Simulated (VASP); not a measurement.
# InSe (C2/m) in VASP: notebook

The runs below take InSe through single point, with PBEsol.

Everything below comes from runs of VASP 6.6.1. Logs are shortened: lines on timing, memory, paths and dates and some standing lists are left out, and cuts for length are marked.

**1. The cell of the first run**

Symmetry: C2/m, No. 12, monoclinic system. The conventional cell has a = 11.736 Å, b = 4.110 Å, c = 4.610 Å, α = 90.00°, β = 110.30°, γ = 90.00°. Within 3.8 Å of In (site symmetry m) lie 5 Se at 2.58 to 3.51 Å and 3 In at 2.74 to 3.74 Å. Within 3.6 Å of Se (site symmetry m) lie 5 In at 2.58 to 3.51 Å and 3 Se at 3.51 to 3.52 Å.

**2. Single point, PBEsol**

Contents of INCAR:

```
SYSTEM = InSe
PREC = Accurate
ENCUT = 520
EDIFF = 1E-6
ISMEAR = 0
SIGMA = 0.01
LREAL = .FALSE.
LASPH = .TRUE.
NELM = 80
ALGO = Normal
ISIF = 2
LWAVE = .FALSE.
LCHARG = .FALSE.
GGA = PS
NBANDS = 27
```

Contents of KPOINTS:

```
regular mesh
0
G
  4 4 3
  0 0 0
```

Contents of POSCAR:

```
InSe
1.0
    6.2173400000      0.0000000000      0.0000000000
    4.8588728816      3.8790038664      0.0000000000
   -1.5095221680     -0.5286502154      4.3236525964
In Se
2 2
Direct
    0.8840000000      0.8840000000      0.0050000000
    0.1160000000      0.1160000000      0.9950000000
    0.6600000000      0.6600000000      0.6420000000
    0.3400000000      0.3400000000      0.3580000000
```

Potentials or basis: VASP PAW PBE potentials, release 64 (In_d, Se).

The run is started by

```bash
cat potpaw_PBE.64/In_d/POTCAR potpaw_PBE.64/Se/POTCAR > POTCAR
mpirun -np 1 vasp_std > vasp.out
```

OUTCAR:

```text
SYSTEM = InSe
   PREC = Accurate
   ENCUT = 520
   EDIFF = 1E-6
   ISMEAR = 0
   LREAL = .FALSE.
   LASPH = .TRUE.
   NELM = 80
   ISIF = 2
   GGA = PS

 ion  position               nearest neighbor table
   1  0.884  0.884  0.005-   3 2.58   2 2.74   4 2.78   4 2.78   2 3.74   2 3.74
   2  0.116  0.116  0.995-   4 2.58   1 2.74   3 2.78   3 2.78   1 3.74   1 3.74
   3  0.660  0.660  0.642-   1 2.58   2 2.78   2 2.78
   4  0.340  0.340  0.358-   2 2.58   1 2.78   1 2.78

  LATTYP: Found a base centered monoclinic cell.
 ALAT       =    11.7358068659
 B/A-ratio  =     0.3502103027
 C/A-ratio  =     0.3928149170
 COS(beta)  =    -0.3469446776

  Lattice vectors:

 A1 = (   6.2173400000,   0.0000000000,   0.0000000000)
 A2 = (   4.8588728816,   3.8790038664,   0.0000000000)
 A3 = (  -1.5095221680,  -0.5286502154,   4.3236525964)

Analysis of symmetry for initial positions (statically):
=====================================================================
 Subroutine PRICEL returns:
 Original cell was already a primitive cell.

 Routine SETGRP: Setting up the symmetry group for a
 base centered monoclinic supercell.

 Subroutine GETGRP returns: Found  4 space group operations
 (whereof  4 operations were pure point group operations)
 out of a pool of  4 trial point group operations.

The static configuration has the point symmetry C_2h.

Analysis of symmetry for dynamics (positions and initial velocities):
=====================================================================
 Subroutine PRICEL returns:
 Original cell was already a primitive cell.

 Routine SETGRP: Setting up the symmetry group for a
 base centered monoclinic supercell.

 Subroutine GETGRP returns: Found  4 space group operations
 (whereof  4 operations were pure point group operations)
 out of a pool of  4 trial point group operations.

The dynamic configuration has the point symmetry C_2h.

 Subroutine INISYM returns: Found  4 space group operations
 (whereof  4 operations are pure point group operations),
 and found     1 'primitive' translations

----------------------------------------------------------------------------------------

                                     Primitive cell

  volume of cell :     104.2739

  direct lattice vectors                    reciprocal lattice vectors
     6.217340000  0.000000000  0.000000000     0.160840488 -0.201470149  0.031520813
     4.858872882  3.879003866  0.000000000     0.000000000  0.257798145  0.031520813
    -1.509522168 -0.528650215  4.323652596     0.000000000  0.000000000  0.231285927

  length of vectors
     6.217340000  6.217340000  4.610000000     0.259718011  0.259718011  0.231285927

  position of ions in fractional coordinates (direct lattice)
     0.884000000  0.884000000  0.005000000
     0.116000000  0.116000000  0.995000000
     0.660000000  0.660000000  0.642000000
     0.340000000  0.340000000  0.358000000

  ion indices of the primitive-cell ions
   primitive index   ion index
                 1           1
                 2           2
                 3           3
                 4           4

----------------------------------------------------------------------------------------

 KPOINTS: regular mesh

Automatic generation of k-mesh.
 Grid dimensions read from file:
 generate k-points for:    4    4    3

 Generating k-lattice:

  Cartesian coordinates                     Fractional coordinates (reciprocal lattice)
     0.040210122 -0.050367537  0.007880203     0.250000000 -0.000000000  0.000000000
     0.000000000  0.064449536  0.007880203     0.000000000  0.250000000  0.000000000
     0.000000000  0.000000000  0.077095309     0.000000000  0.000000000  0.333333333

  Length of vectors
     0.064929503  0.064929503  0.077095309

  Shift w.r.t. Gamma in fractional coordinates (k-lattice)
     0.000000000  0.000000000  0.000000000

 Subroutine IBZKPT returns following result:
 ===========================================

 Found     17 irreducible k-points:

 Following reciprocal coordinates:
            Coordinates               Weight
  0.000000  0.000000  0.000000      1.000000
  0.250000 -0.000000  0.000000      4.000000
  0.500000 -0.000000  0.000000      2.000000
  0.250000  0.250000  0.000000      2.000000
  0.500000  0.250000 -0.000000      4.000000
 -0.250000  0.250000  0.000000      2.000000
[... 9 lines left out ...]
 -0.250000  0.500000  0.333333      4.000000
 -0.250000 -0.250000  0.333333      2.000000
   k-points           NKPTS =     17   k-points in BZ     NKDIM =     17   number of bands    NBANDS=     27
   number of dos      NEDOS =    301   number of ions     NIONS =      4
   total plane-waves  NPLWV =  82944
   dimension x,y,z NGX =    48 NGY =   48 NGZ =   36
   dimension x,y,z NGXF=    96 NGYF=   96 NGZF=   72
   ions per type =               2   2
   NGX,Y,Z   is equivalent  to a cutoff of  12.83, 12.83, 12.98 a.u.
   NGXF,Y,Z  is equivalent  to a cutoff of  25.67, 25.67, 25.96 a.u.
 SYSTEM =  InSe
   PREC   = accura    normal or accurate (medium, high low for compatibility)
   ISTART =      0    job   : 0-new  1-cont  2-samecut
   ICHARG =      2    charge: 1-file 2-atom 10-const
   ISPIN  =      1    spin polarized calculation?
   LNONCOLLINEAR =      F non collinear calculations
   LSORBIT =      F    spin-orbit coupling
   LASPH  =      T    aspherical Exc in radial PAW
   ENCUT  =  520.0 eV  38.22 Ry    6.18 a.u.  11.56 11.56  8.57*2*pi/ulx,y,z
   NELM   =     80;   NELMIN=  2; NELMDL= -5     # of ELM steps
   EDIFF  = 0.1E-05   stopping-criterion for ELM
   LREAL  =      F    real-space projection
   EDIFFG = 0.1E-04   stopping-criterion for IOM
   NSW    =      0    number of steps for IOM
   IBRION =     -1    ionic relax: 0-MD 1-quasi-New 2-CG
   NFREE  =      0    steps in history (QN), initial steepest desc. (CG)
   ISIF   =      2    stress and relaxation
   ISYM   =      2    0-nonsym 1-usesym 2-fastsym
   POTIM  = 0.5000    time-step for ionic-motion
   TEBEG  =    0.0;   TEEND  =   0.0 temperature during run
   PSTRESS=    0.0 pullay stress
   NELECT =      38.0000    total number of electrons
   NUPDOWN=      -1.0000    fix difference up-down
   EMIN   =  10.00;   EMAX   =-10.00  energy-range for DOS
   EFERMI =   0.00;   METHOD = LEGACY
   ISMEAR =     0;   SIGMA  =   0.01  broadening in eV -4-tet -1-fermi 0-gaus
   EFERMI_NEDOS =   21; number of points for ismear=-14 and -15
   IALGO  =     38    algorithm
   IMIX   =      4    mixing-type and parameters
     AMIX     =   0.40;   BMIX     =  1.00
     AMIX_MAG =   1.60;   BMIX_MAG =  1.00
  volume/ion in A,a.u.               =      26.07       175.92
  Fermi-wavevector in a.u.,A,eV,Ry     =   1.169349  2.209749 18.604295  1.367377
  Thomas-Fermi vector in A             =   2.305823
   LORBIT       =      0    0 simple, 1 ext, 2 COOP (PROOUT), +10 PAW based schemes
   GGA     = PS    functional components
   LHFCALC =     F    Hartree Fock is set to
   AEXX    =    0.0000 exact exchange contribution
   IVDW    =     0    specifies the selected vdW correction
   LEPSILON=     F    determine dielectric tensor
   LRPA    =     F    only Hartree local field effects (RPA)
 non-spin polarized calculation
 Gauss-broadening in eV      SIGMA  =   0.01
  energy-cutoff  :      520.00
  volume of cell :      104.27
 maximum number of plane-waves:      2826
 NGX is ok and might be reduce to    48
   NGX = 23   NGY = 23   NGZ = 17

 number of electron      38.0000002 magnetization

 Free energy of the ion-electron system (eV)
  ---------------------------------------------------
  ext. energy  EPLUGINS =         0.00000000
  ---------------------------------------------------
  free energy    TOTEN  =       -15.45039432 eV

  energy without entropy =      -15.45039432  energy(sigma->0) =      -15.45039432

 E-fermi :   4.9037     XC(G=0):  -9.7648

 val. band max:        4.7865589945   @ k =  -0.2500  -0.2500   0.3333
 cond. band min:       5.7850075182   @ k =   0.5000   0.5000   0.0000
 fundamental gap:      0.9984485237
 Fermi energy:         4.9037171850

 k-point     1 :       0.0000    0.0000    0.0000
  band No.  band energies     occupation
      1      -9.8541      2.00000
      2      -9.8091      2.00000
      3      -9.5030      2.00000
      4      -9.4868      2.00000
      5      -9.4440      2.00000
      6      -9.4401      2.00000
[... 19 lines left out ...]
     26      11.7773      0.00000
     27      13.3797      0.00000

 k-point     2 :       0.2500   -0.0000    0.0000
  band No.  band energies     occupation
      1      -9.8541      2.00000
      2      -9.7884      2.00000
      3      -9.5856      2.00000
      4      -9.5002      2.00000
      5      -9.4605      2.00000
      6      -9.4402      2.00000
[... 19 lines left out ...]
     26      11.8598      0.00000
     27      12.7385      0.00000

 k-point     3 :       0.5000   -0.0000    0.0000
  band No.  band energies     occupation
      1      -9.8498      2.00000
      2      -9.7910      2.00000
      3      -9.5779      2.00000
      4      -9.5754      2.00000
      5      -9.4529      2.00000
      6      -9.4452      2.00000
[... 19 lines left out ...]
     26      12.3213      0.00000
     27      13.3401      0.00000

 k-point     4 :       0.2500    0.2500    0.0000
  band No.  band energies     occupation
      1      -9.8980      2.00000
      2      -9.7181      2.00000
      3      -9.5548      2.00000
      4      -9.4964      2.00000
      5      -9.4501      2.00000
      6      -9.4356      2.00000
[... 19 lines left out ...]
     26      11.6661      0.00000
     27      12.7368      0.00000
[... 306 lines left out ...]
      4      -9.5839      2.00000
      5      -9.4707      2.00000
      6      -9.4285      2.00000
[... 19 lines left out ...]
     26      11.4219      0.00000
     27      11.5920      0.00000

 k-point    16 :      -0.2500    0.5000    0.3333
  band No.  band energies     occupation
      1      -9.8998      2.00000
      2      -9.7110      2.00000
      3      -9.6157      2.00000
      4      -9.5671      2.00000
      5      -9.4939      2.00000
      6      -9.4200      2.00000
[... 19 lines left out ...]
     26      11.6898      0.00000
     27      12.4176      0.00000

 k-point    17 :      -0.2500   -0.2500    0.3333
  band No.  band energies     occupation
      1      -9.8926      2.00000
      2      -9.7335      2.00000
      3      -9.5580      2.00000
      4      -9.5015      2.00000
      5      -9.4648      2.00000
      6      -9.4356      2.00000
[... 19 lines left out ...]
     26      12.1731      0.00000
     27      12.7849      0.00000

------------------------ aborting loop because EDIFF is reached ----------------------------------------

  FORCE on cell =-STRESS in cart. coord.  units (eV):
  Direction    XX          YY          ZZ          XY          YZ          ZX
  --------------------------------------------------------------------------------------
  -------------------------------------------------------------------------------------
  Total        0.9848685     -0.6692266     -0.4340495      0.6602603      0.4835026      1.3806056
  in kB       15.1325886    -10.2827239     -6.6692077     10.1449552      7.4290577     21.2131227
  external PRESSURE =      -0.6064477 kB  Pullay stress =       0.0000000 kB

 VOLUME and BASIS-vectors are now :
 -----------------------------------------------------------------------------
  energy-cutoff  :      520.00
  volume of cell :      104.27
      direct lattice vectors                 reciprocal lattice vectors
     6.217340000  0.000000000  0.000000000     0.160840488 -0.201470149  0.031520813
     4.858872882  3.879003866  0.000000000     0.000000000  0.257798145  0.031520813
    -1.509522168 -0.528650215  4.323652596     0.000000000  0.000000000  0.231285927

 POSITION                                       TOTAL-FORCE (eV/Angst)
 -----------------------------------------------------------------------------------
      9.78382      3.42640      0.02162        -0.180054     -0.063057      0.509273
     -0.21713     -0.07604      4.30203         0.180054      0.063057     -0.509273
      6.34119      2.22075      2.77578        -0.699153     -0.244850     -0.044141
      3.22550      1.12960      1.54787         0.699153      0.244850      0.044141
 -----------------------------------------------------------------------------------
    total drift:                                0.000000     -0.000000      0.000000

  FREE ENERGIE OF THE ION-ELECTRON SYSTEM (eV)
  ---------------------------------------------------
  free  energy   TOTEN  =       -15.4503943162 eV

  energy  without entropy=      -15.4503943162  energy(sigma->0) =      -15.45039432
```

It took 93 s on 1 thread of AMD EPYC 7R13, shared host; peak memory 0.25 GiB.

What came out:

* Free energy: -15.4504 eV
* Pressure: -0.1 GPa
* Largest force: 0.742 eV/Å
* Band gap on the k mesh: 1.00 eV (least direct gap 1.22 eV)

Forces on the atoms (eV/Å):
```
In  -0.180 -0.063  0.509
In   0.180  0.063 -0.509
Se  -0.699 -0.245 -0.044
Se   0.699  0.245  0.044
```

Caveat: the k points lie up to 0.47 Å⁻¹ apart; the PAW data sets were made with another functional, which shifts forces and pressure a little; spin-orbit coupling is left out, which moves the levels of the heavy elements; an odd mesh through Γ misses points on the zone boundary, where band edges can lie.

**3. Single point, PBEsol**

Contents of INCAR:

```
SYSTEM = InSe
PREC     = Accurate       ! precision mode
ENCUT    = 520            ! plane-wave cutoff, eV
EDIFF    = 1E-6           ! SCF threshold, eV
ISMEAR   = 0              ! smearing method
SIGMA    = 0.01           ! smearing width, eV
LREAL    = .FALSE.        ! projectors in reciprocal space
LASPH    = .TRUE.         ! aspherical terms in the spheres
NELM     = 80             ! most SCF steps
ALGO     = Normal         ! electronic algorithm
ISIF     = 2              ! what is computed and relaxed
LWAVE    = .FALSE.        ! write WAVECAR
LCHARG   = .FALSE.        ! write CHGCAR
GGA      = PS             ! functional
NBANDS   = 27             ! bands
```

Contents of KPOINTS:

```
regular mesh
0
G
  5 5 4
  0 0 0
```

POSCAR is that of step 2.

Potentials or basis: VASP PAW PBE potentials, release 64 (In_d, Se).

The run is started by

```bash
cat potpaw_PBE.64/In_d/POTCAR potpaw_PBE.64/Se/POTCAR > POTCAR
mpirun -np 1 vasp_std > vasp.out
```

Run time: 2.6 min. Hardware: 1 thread of AMD EPYC 7R13, shared host; peak memory 0.28 GiB.

The run converged. Its results:

- Free energy: -15.4550 eV
- Pressure: -0.1 GPa
- Largest force: 0.697 eV/Å
- Band gap on the k mesh: 1.02 eV (least direct gap 1.42 eV)

Forces on the atoms (eV/Å):
```
In  -0.167 -0.059  0.512
In   0.167  0.059 -0.512
Se  -0.657 -0.230 -0.033
Se   0.657  0.230  0.033
```

Stress tensor (GPa, compression positive):
```
 1.54  1.04  2.08
 1.04 -1.05  0.73
 2.08  0.73 -0.74
```

Levels at points of the mesh, in eV from the valence-band top:
| k point | band 15 | band 16 | band 17 | band 18 | band 19 | band 20 | band 21 | band 22 | band 23 | band 24 |
| --- | --- | --- | --- | --- | --- | --- | --- | --- | --- | --- |
| (0.00, 0.00, 0.00) | -3.87 | -2.65 | -2.13 | -1.61 | -0.98 | 2.93 | 3.59 | 4.45 | 4.75 | 5.40 |
| (0.00, 0.00, 0.50) | -2.04 | -1.46 | -1.44 | -0.98 | -0.23 | 1.19 | 2.41 | 3.47 | 3.73 | 5.59 |

Caveat: the PAW data sets were made with another functional, which shifts forces and pressure a little; spin-orbit coupling is left out, which moves the levels of the heavy elements; an odd mesh through Γ misses points on the zone boundary, where band edges can lie.

**4. Single point, PBEsol**

Contents of INCAR:

```
SYSTEM = InSe
PREC = Accurate
ENCUT = 520
EDIFF = 1E-6
ISMEAR = 0
SIGMA = 0.01
LREAL = .False.
LASPH = .True.
NELM = 100
ALGO = Normal
ISIF = 2
LWAVE = .False.
LCHARG = .False.
GGA = PS
NBANDS = 27
```

Contents of KPOINTS:

```
Automatic mesh
0
Gamma
  5 5 5
  0 0 0
```

POSCAR is that of step 3.

The run is started by

```bash
cat potpaw_PBE.64/In_d/POTCAR potpaw_PBE.64/Se/POTCAR > POTCAR
mpirun -np 1 vasp_std > vasp.out
```

Wall time 3.1 min (1 thread of AMD EPYC 7R13, shared host); peak memory 0.29 GiB.

The run converged. Its results:

- Free energy: -15.4536 eV
- Pressure: -0.1 GPa
- Largest force: 0.695 eV/Å
- Band gap on the k mesh: 1.01 eV (least direct gap 1.36 eV)

Forces in eV/Å, atoms in the order of the input:
```
In  -0.166 -0.058  0.515
In   0.166  0.058 -0.515
Se  -0.655 -0.230 -0.028
Se   0.655  0.230  0.028
```

Stress tensor (GPa, compression positive):
```
 1.55  1.04  2.10
 1.04 -1.06  0.74
 2.10  0.74 -0.70
```

Levels at points of the mesh, in eV from the valence-band top:
```tsv
k point	band 17	band 18	band 19	band 20	band 21	band 22
(0.00, 0.00, 0.00)	-2.13	-1.62	-0.98	2.92	3.59	4.45
```

Caveat: the PAW data sets were made with another functional, which shifts forces and pressure a little; spin-orbit coupling is left out, which moves the levels of the heavy elements; an odd mesh through Γ misses points on the zone boundary, where band edges can lie.

**5. Summary**

```tsv
k mesh	gap on the mesh (eV)	pressure (GPa)	largest force (eV/Å)
4 × 4 × 3	1.00	-0.1	0.74
5 × 5 × 4	1.02	-0.1	0.70
5 × 5 × 5	1.01	-0.1	0.70
```

Alike in all rows: task single point; level PBEsol; potentials or basis VASP PAW PBE potentials, release 64 (In_d, Se); no spin polarisation; cell as given; cutoff (eV) 520; smearing gaussian 0.01 eV.

Caveats: some runs use coarse meshes; the PAW data sets were made with another functional, which shifts forces and pressure a little; spin-orbit coupling is left out, which moves the levels of the heavy elements; an odd mesh through Γ misses points on the zone boundary, where band edges can lie.

Total energies depend on the potentials used, so only differences within one code and one set of settings carry meaning.
